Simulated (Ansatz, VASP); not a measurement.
# Ni: VASP beside Ansatz

```
CELL_PARAMETERS angstrom
0.00000 1.75969 1.75969
1.75969 0.00000 1.75969
1.75969 1.75969 0.00000
ATOMIC_POSITIONS crystal
Ni 0.00000 0.00000 0.00000
```

Alike in both runs: task single point; functional PBE; k mesh 15 × 15 × 15; occupations fermi-dirac, width 0.05 eV; non-collinear spin, spin-orbit coupling.

```csv
,VASP,Ansatz
version,VASP 6.6.1,Ansatz 0.2.0
potentials or method,"VASP PAW PBE potentials, release 64 (Ni), cutoff 520 eV","plane waves (420 eV) with PAW, fully relativistic with spin-orbit coupling"
valence electrons in the cell,10,18
```

|  | VASP | Ansatz | Ansatz less VASP |
| --- | --- | --- | --- |
| net moment per atom (μB) | 0.64 | 0.65 | +0.012 |

With one functional, cell and mesh, what is left measures potentials, basis and numerics. VASP's potentials hold 10 valence electrons a cell and Ansatz's 18, so a difference there can come from the potentials and not from the codes.
